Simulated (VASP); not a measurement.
**W: single point with PBE**

The system is W, a slab with vacuum.

```
W
1.0
     4.50203    0.00000    0.00000
    -2.25102    3.89888    0.00000
     0.00000    0.00000   11.00000
W
1
Direct
  0.00000 0.00000 0.50000
```

* Program: VASP 6.6.1
* Task: single point
* Functional: PBE
* Potentials or basis: VASP PAW PBE potentials, release 64 (W_sv)
* Cutoff: 520 eV
* k mesh: 9 × 9 × 1
* Occupations: fermi-dirac, width 0.08 eV
* Spin: no spin polarisation
* Dipole correction: yes
* Further INCAR settings: ALGO = Normal; EDIFF = 1e-06; NBANDS = 13

| Property | Result |
| --- | --- |
| Band gap on the k mesh | zero (band 7 reaches -3.33 eV, above the bottom of band 8 at -3.38 eV) |

Levels at points of the mesh, in eV from the Fermi level:
| k point | band 4 | band 5 | band 6 | band 7 | band 8 | band 9 | band 10 | band 11 |
| --- | --- | --- | --- | --- | --- | --- | --- | --- |
| (0.00, 0.00, 0.00) | -38.77 | -2.44 | -0.09 | -0.06 | -0.06 | 0.27 | 0.27 | 2.26 |

Run time: 74 s on 1 thread of Intel Xeon 8259CL, on a shared host, peak memory 0.3 GiB.

Caveat: spin-orbit coupling is left out, which moves the levels of the heavy elements.
